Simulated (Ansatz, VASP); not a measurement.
# Two plane-wave programs on GaN

```
CELL_PARAMETERS angstrom
3.11508 0.00000 0.00000
-1.55754 2.69774 0.00000
0.00000 0.00000 5.06054
ATOMIC_POSITIONS crystal
Ga 0.66667 0.33333 0.50000
Ga 0.33333 0.66667 0.00000
N 0.66667 0.33333 0.87500
N 0.33333 0.66667 0.37500
```

Alike in both runs: task single point; functional LDA; k mesh 10 × 10 × 5; occupations fermi-dirac, width 0.05 eV; no spin polarisation.

|  | VASP | Ansatz |
| --- | --- | --- |
| version | VASP 6.6.1 | Ansatz 0.2.0 |
| potentials or method | VASP PAW LDA potentials, release 64 (Ga_d, N) | PseudoDojo standard (LDA files) |
| plane-wave cutoff (eV) | 520 | 1143 |
| valence electrons in the cell | 36 | 36 |

Ansatz gave:

- gap on the k mesh at the Fermi level (eV): 2.44
- least direct gap on the mesh (eV): 2.44

Question: What did VASP give for the same quantities?

Answer: gap on the k mesh at the Fermi level (eV): 2.41; least direct gap on the mesh (eV): 2.41.

LDA's correlation is that of Perdew and Zunger in VASP and of Perdew and Wang (1992) in Ansatz.

Noted on Ansatz's run: odd divisions of the mesh miss points on the zone boundary, where band edges often lie, so the gap on the mesh can be too wide.
